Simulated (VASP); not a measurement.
Wanted: the native input for a VASP 6.6.1 run.

```
Task                   : single point
Functional             : BLYP
Potentials or basis    : VASP PAW PBE potentials, release 64 (Nb_sv)
Cutoff                 : 520 eV
k mesh                 : 10 × 10 × 10
Occupations            : fermi-dirac, width 0.1 eV
Spin                   : no spin polarisation
Dipole correction      : no
Further INCAR settings : ALGO = Normal; EDIFF = 1e-06; NBANDS = 20
```

The structure of Nb lies in POSCAR:

```
Nb
1.0
    0.0000000000      2.8957790720      2.8957790720
    2.8957790720      0.0000000000      2.8957790720
    2.8957790720      2.8957790720      0.0000000000
Nb
2
Direct
    0.1250000000      0.1250000000      0.1250000000
    0.8750000000      0.8750000000      0.8750000000
```

This cell differs from its parent crystal: volume scaled by 0.88.

One way to write it, as run:

INCAR

```
SYSTEM = Nb
PREC = Accurate
ENCUT = 520
EDIFF = 1E-6
ISMEAR = -1
SIGMA = 0.1
LREAL = .False.
LASPH = .True.
NELM = 100
ALGO = Normal
ISIF = 2
LWAVE = .False.
LCHARG = .False.
GGA = B5
ALDAX = 1.0
AGGAX = 1.0
AGGAC = 1.0
ALDAC = 0.0
NBANDS = 20
```

KPOINTS

```
regular mesh
0
Gamma
  10 10 10
  0 0 0
```

Potentials or basis: VASP PAW PBE potentials, release 64 (Nb_sv).

Run with:

```console
$ cat potpaw_PBE.64/Nb_sv/POTCAR > POTCAR
$ mpirun -np 1 vasp_std > vasp.out
```

Results of the run:

```yaml
Pressure: 9.4 GPa
Band_gap_on_the_k_mesh: zero (band 13 reaches 8.56 eV, above the bottom of band 14 at 7.02 eV)
```

Caveat: the PAW data sets were made with another functional, which shifts forces and pressure a little.

Wall time 62 s on 1 thread of Intel(R) Xeon(R) Platinum 8124M CPU @ 3.00GHz (Skylake/Cascade Lake), on a shared host, peak memory 0.18 GiB.
